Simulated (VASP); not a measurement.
# H (I4/mmm) in VASP: notebook

Aim: see how the results for H move with the level of theory and the settings. Levels: PBE, LDA, PBEsol. Tasks: electric field gradients.

Program: VASP 6.6.1. These are calculated values, not measurements. Logs are shortened: lines on timing, memory, paths and dates and some standing lists are left out, and cuts for length are marked.

### 1 The cell of the first run

Symmetry: I4/mmm, No. 139, tetragonal system. Conventional cell: a = 3.337 Å, b = 3.337 Å, c = 4.061 Å, α = 90.00°, β = 90.00°, γ = 90.00°. Within 1.0 Å of H (site symmetry 4mm) lie 1 H at 0.73 Å.

### 2 Electric field gradients, PBE (functional pbe, volume scaled by 0.96)

Input file INCAR:

```
SYSTEM = H
ALGO = Normal
EDIFF = 1E-8
ENCUT = 520
GGA = PE
ISIF = 2
ISMEAR = -1
LASPH = .TRUE.
LCHARG = .FALSE.
LEFG = .TRUE.
LREAL = .FALSE.
LWAVE = .FALSE.
NBANDS = 8
NELM = 80
PREC = Accurate
SIGMA = 0.01
```

Input file KPOINTS:

```
k-points
0
G
  12 12 12
  0 0 0
```

Input file POSCAR:

```
H
1.0
   -1.6686730936      1.6686730936      2.0306533635
    1.6686730936     -1.6686730936      2.0306533635
    1.6686730936      1.6686730936     -2.0306533635
H
2
Direct
    0.9098622900      0.9098622900      0.0000000000
    0.0901377100      0.0901377100      0.0000000000
```

Potentials or basis: VASP PAW PBE potentials, release 64 (H).

Run with:

```bash
cat potpaw_PBE.64/H/POTCAR > POTCAR
mpirun -np 1 vasp_std > vasp.out
```

OUTCAR:

```text
SYSTEM = H
   EDIFF = 1E-8
   ENCUT = 520
   GGA = PE
   ISIF = 2
   ISMEAR = -1
   LASPH = .TRUE.
   LREAL = .FALSE.
   NELM = 80
   PREC = Accurate

 ion  position               nearest neighbor table
   1  0.910  0.910  0.000-   2 0.73
   2  0.090  0.090  0.000-   1 0.73

  LATTYP: Found a body centered tetragonal cell.
 ALAT       =     3.3373461872
 C/A-ratio  =     1.2169270130

  Lattice vectors:

 A1 = (  -1.6686730936,   1.6686730936,   2.0306533635)
 A2 = (   1.6686730936,  -1.6686730936,   2.0306533635)
 A3 = (   1.6686730936,   1.6686730936,  -2.0306533635)

Analysis of symmetry for initial positions (statically):
=====================================================================
 Subroutine PRICEL returns:
 Original cell was already a primitive cell.

 Routine SETGRP: Setting up the symmetry group for a
 body centered tetragonal supercell.

 Subroutine GETGRP returns: Found 16 space group operations
 (whereof 16 operations were pure point group operations)
 out of a pool of 16 trial point group operations.

The static configuration has the point symmetry D_4h.

Analysis of symmetry for dynamics (positions and initial velocities):
=====================================================================
 Subroutine PRICEL returns:
 Original cell was already a primitive cell.

 Routine SETGRP: Setting up the symmetry group for a
 body centered tetragonal supercell.

 Subroutine GETGRP returns: Found 16 space group operations
 (whereof 16 operations were pure point group operations)
 out of a pool of 16 trial point group operations.

The dynamic configuration has the point symmetry D_4h.

 Subroutine INISYM returns: Found 16 space group operations
 (whereof 16 operations are pure point group operations),
 and found     1 'primitive' translations

----------------------------------------------------------------------------------------

                                     Primitive cell

  volume of cell :      22.6172

  direct lattice vectors                    reciprocal lattice vectors
    -1.668673094  1.668673094  2.030653363     0.000000000  0.299639277  0.246226170
     1.668673094 -1.668673094  2.030653363     0.299639277  0.000000000  0.246226170
     1.668673094  1.668673094 -2.030653363     0.299639277  0.299639277  0.000000000

  length of vectors
     3.113276870  3.113276870  3.113276870     0.387828600  0.387828600  0.423753930

  position of ions in fractional coordinates (direct lattice)
     0.909862290  0.909862290  0.000000000
     0.090137710  0.090137710  0.000000000

  ion indices of the primitive-cell ions
   primitive index   ion index
                 1           1
                 2           2

----------------------------------------------------------------------------------------

 KPOINTS: k-points

Automatic generation of k-mesh.
 Grid dimensions read from file:
 generate k-points for:   12   12   12

 Generating k-lattice:

  Cartesian coordinates                     Fractional coordinates (reciprocal lattice)
     0.000000000  0.024969940  0.020518847     0.083333333  0.000000000  0.000000000
     0.024969940  0.000000000  0.020518847     0.000000000  0.083333333  0.000000000
     0.024969940  0.024969940  0.000000000     0.000000000  0.000000000  0.083333333

  Length of vectors
     0.032319050  0.032319050  0.035312827

  Shift w.r.t. Gamma in fractional coordinates (k-lattice)
     0.000000000  0.000000000  0.000000000

 Subroutine IBZKPT returns following result:
 ===========================================

 Found    163 irreducible k-points:

 Following reciprocal coordinates:
            Coordinates               Weight
  0.000000  0.000000  0.000000      1.000000
  0.083333 -0.000000  0.000000      8.000000
  0.166667  0.000000  0.000000      8.000000
  0.250000 -0.000000  0.000000      8.000000
  0.333333 -0.000000  0.000000      8.000000
  0.416667 -0.000000  0.000000      8.000000
[... 16 lines left out ...]
  0.500000  0.166667  0.000000     16.000000
 -0.416667  0.166667 -0.000000     16.000000
 [... further k-points ...]
   k-points           NKPTS =    163   k-points in BZ     NKDIM =    163   number of bands    NBANDS=      8
   number of dos      NEDOS =    301   number of ions     NIONS =      2
   total plane-waves  NPLWV =  13824
   dimension x,y,z NGX =    24 NGY =   24 NGZ =   24
   dimension x,y,z NGXF=    48 NGYF=   48 NGZF=   48
   ions per type =               2
   NGX,Y,Z   is equivalent  to a cutoff of  12.82, 12.82, 12.82 a.u.
   NGXF,Y,Z  is equivalent  to a cutoff of  25.63, 25.63, 25.63 a.u.
 SYSTEM =  H
   PREC   = accura    normal or accurate (medium, high low for compatibility)
   ISTART =      0    job   : 0-new  1-cont  2-samecut
   ICHARG =      2    charge: 1-file 2-atom 10-const
   ISPIN  =      1    spin polarized calculation?
   LNONCOLLINEAR =      F non collinear calculations
   LSORBIT =      F    spin-orbit coupling
   LASPH  =      T    aspherical Exc in radial PAW
   ENCUT  =  520.0 eV  38.22 Ry    6.18 a.u.   5.79  5.79  5.79*2*pi/ulx,y,z
   NELM   =     80;   NELMIN=  2; NELMDL= -5     # of ELM steps
   EDIFF  = 0.1E-07   stopping-criterion for ELM
   LREAL  =      F    real-space projection
   EDIFFG = 0.1E-06   stopping-criterion for IOM
   NSW    =      0    number of steps for IOM
   IBRION =     -1    ionic relax: 0-MD 1-quasi-New 2-CG
   NFREE  =      0    steps in history (QN), initial steepest desc. (CG)
   ISIF   =      2    stress and relaxation
   ISYM   =      2    0-nonsym 1-usesym 2-fastsym
   POTIM  = 0.5000    time-step for ionic-motion
   TEBEG  =    0.0;   TEEND  =   0.0 temperature during run
   PSTRESS=    0.0 pullay stress
   NELECT =       2.0000    total number of electrons
   NUPDOWN=      -1.0000    fix difference up-down
   EMIN   =  10.00;   EMAX   =-10.00  energy-range for DOS
   EFERMI =   0.00;   METHOD = LEGACY
   ISMEAR =    -1;   SIGMA  =   0.01  broadening in eV -4-tet -1-fermi 0-gaus
   EFERMI_NEDOS =   21; number of points for ismear=-14 and -15
   IALGO  =     38    algorithm
   IMIX   =      4    mixing-type and parameters
     AMIX     =   0.40;   BMIX     =  1.00
     AMIX_MAG =   1.60;   BMIX_MAG =  1.00
  volume/ion in A,a.u.               =      11.31        76.31
  Fermi-wavevector in a.u.,A,eV,Ry     =   0.729355  1.378280  7.237730  0.531958
  Thomas-Fermi vector in A             =   1.821056
   LORBIT       =      0    0 simple, 1 ext, 2 COOP (PROOUT), +10 PAW based schemes
   GGA     = PE    functional components
   LHFCALC =     F    Hartree Fock is set to
   AEXX    =    0.0000 exact exchange contribution
   IVDW    =     0    specifies the selected vdW correction
   LEPSILON=     F    determine dielectric tensor
   LRPA    =     F    only Hartree local field effects (RPA)
 non-spin polarized calculation
  energy-cutoff  :      520.00
  volume of cell :       22.62
 maximum number of plane-waves:       621
   NGX = 11   NGY = 11   NGZ = 11

 number of electron       2.0000000 magnetization

 Free energy of the ion-electron system (eV)
  ---------------------------------------------------
  ext. energy  EPLUGINS =         0.00000000
  ---------------------------------------------------
  free energy    TOTEN  =        -6.77417594 eV

  energy without entropy =       -6.77417594  energy(sigma->0) =       -6.77417594

 E-fermi :  -7.8780     XC(G=0):  -5.4395

 val. band max:       -8.1060504872   @ k =   0.5000   0.5000   0.5000
 cond. band min:       0.8676799759   @ k =   0.5000  -0.0000   0.0000
 fundamental gap:      8.9737304631
 Fermi energy:        -7.8779999565

 k-point     1 :       0.0000    0.0000    0.0000
  band No.  band energies     occupation
      1     -10.6071      2.00000
      2       5.7480      0.00000
      3       9.3823      0.00000
      4      15.8747      0.00000
      5      15.8747      0.00000
      6      17.9788      0.00000
      7      17.9788      0.00000
      8      19.5298      0.00000
[... 243 lines left out ...]
 k-point    24 :      -0.4167    0.1667   -0.0000
  band No.  band energies     occupation
      1      -9.2115      2.00000
      2       2.2989      0.00000
      3       7.1939      0.00000
      4      10.4699      0.00000
      5      12.5670      0.00000
      6      16.6705      0.00000
      7      19.5870      0.00000
      8      19.8951      0.00000

 [... further k-points ...]
[... 5 lines left out ...]
  --------------------------------------------------------------------------------------
  -------------------------------------------------------------------------------------
  Total        0.0373944      0.0373944      0.4999245      0.0000000     -0.0000000      0.0000000
  in kB        2.6489816      2.6489816     35.4141426      0.0000000     -0.0000000      0.0000000
  external PRESSURE =      13.5707020 kB  Pullay stress =       0.0000000 kB

 VOLUME and BASIS-vectors are now :
 -----------------------------------------------------------------------------
  energy-cutoff  :      520.00
  volume of cell :       22.62
      direct lattice vectors                 reciprocal lattice vectors
    -1.668673094  1.668673094  2.030653363     0.000000000  0.299639277  0.246226170
     1.668673094 -1.668673094  2.030653363     0.299639277  0.000000000  0.246226170
     1.668673094  1.668673094 -2.030653363     0.299639277  0.299639277  0.000000000

 POSITION                                       TOTAL-FORCE (eV/Angst)
 -----------------------------------------------------------------------------------
      0.00000      0.00000      3.69523        -0.000000     -0.000000     -0.633252
      0.00000      0.00000      0.36608         0.000000      0.000000      0.633252
 -----------------------------------------------------------------------------------
    total drift:                               -0.000000      0.000000      0.000000

  FREE ENERGIE OF THE ION-ELECTRON SYSTEM (eV)
  ---------------------------------------------------
  free  energy   TOTEN  =        -6.7741759387 eV

  energy  without entropy=       -6.7741759387  energy(sigma->0) =       -6.77417594

 Electric field gradients (V/A^2)
---------------------------------------------------------------------
 ion       V_xx      V_yy      V_zz      V_xy      V_xz      V_yz
---------------------------------------------------------------------
   1     -17.539   -17.539    35.079     0.000     0.000     0.000
   2     -17.539   -17.539    35.079     0.000     0.000     0.000
---------------------------------------------------------------------

 Electric field gradients after diagonalization (V/A^2)
 (convention: |V_zz| > |V_xx| > |V_yy|)
----------------------------------------------------------------------
 ion       V_xx      V_yy      V_zz     asymmetry (V_yy - V_xx)/ V_zz
----------------------------------------------------------------------
   1     -17.540   -17.539    35.079       0.000
   2     -17.540   -17.539    35.079       0.000
----------------------------------------------------------------------

           NMR quadrupolar parameters

 Cq : quadrupolar parameter    Cq=e*Q*V_zz/h
 eta: asymmetry parameters     (V_yy - V_xx)/ V_zz
 Q  : nuclear electric quadrupole moment in mb (millibarn)
----------------------------------------------------------------------
 ion       Cq(MHz)       eta       Q (mb)
----------------------------------------------------------------------
   1       0.085       0.000       1.000
   2       0.085       0.000       1.000
----------------------------------------------------------------------
```

Wall time 7.7 s (1 thread of Intel Xeon 6975P-C (Granite Rapids), shared host); peak memory 0.14 GiB.

What came out:

```
Free energy            : -6.7742 eV
Pressure               : 1.4 GPa
Largest force          : 0.633 eV/Å
Band gap on the k mesh : 8.97 eV, indirect (least direct gap 9.83 eV)
```

Forces on the atoms (eV/Å):
```
H    0.000  0.000 -0.633
H    0.000  0.000  0.633
```

Electric field gradients, principal values (V/Å²):
```tsv
atom	least	middle	greatest (by size)
1 H	-17.539	-17.540	35.079
2 H	-17.539	-17.540	35.079
```

Caveat: without QUAD_EFG the Cq values of the log hold for a quadrupole moment of 1 mb, not for the nuclei.

[end of part 1 of 3]
